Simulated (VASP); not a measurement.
Wanted: the native input for a VASP 6.6.1 run.

| Property | Result |
| --- | --- |
| Task | single point |
| Functional | LDA |
| Potentials or basis | VASP PAW LDA potentials, release 64 (Zn, Se) |
| Cutoff | 520 eV |
| k mesh | 8 × 8 × 6 |
| Occupations | gaussian, width 0.05 eV |
| Spin | no spin polarisation |
| Dipole correction | no |
| Further INCAR settings | ALGO = Normal; EDIFF = 1e-06; NBANDS = 26 |

The structure of ZnSe lies in POSCAR:

```
ZnSe
1.0
    4.0422000000      0.0000000000      0.0000000000
    0.0000000000      4.0422000000      0.0000000000
    0.0000000000      0.0000000000      4.6254000000
Zn Se
2 2
Direct
    0.0000000000      0.0000000000      0.0000000000
    0.5000000000      0.5000000000      0.0000000000
    0.0000000000      0.5000000000      0.2797006019
    0.5000000000      0.0000000000      0.7202993981
```

The input as run:

INCAR

```
ALGO = Normal ; EDIFF = 1E-6
ENCUT = 520 ; ISIF = 2
ISMEAR = 0 ; LASPH = True
LCHARG = True ; LELF = True
LREAL = False ; LVHAR = True
LWAVE = False ; NBANDS = 26
NELM = 100 ; PREC = Accurate
SIGMA = 0.05
```

KPOINTS

```
k-points
0
Gamma
  8 8 6
```

Potentials or basis: VASP PAW LDA potentials, release 64 (Zn, Se).

Run with:

```console
$ cat potpaw_LDA.64/Zn/POTCAR potpaw_LDA.64/Se/POTCAR > POTCAR
$ mpirun -np 1 vasp_std > vasp.out
```

Results of the run:

* Pressure: 8.3 GPa
* Largest force: 1.432 eV/Å
* Band gap on the k mesh: 0.73 eV, direct

Caveat: forces of over 1 eV/Å act on the atoms, so gaps and moduli don't describe the material at rest.

Run time: 2.3 min on 1 thread of Intel(R) Xeon(R) Platinum 8488C (Sapphire Rapids) (shared host), peak memory 0.22 GiB.
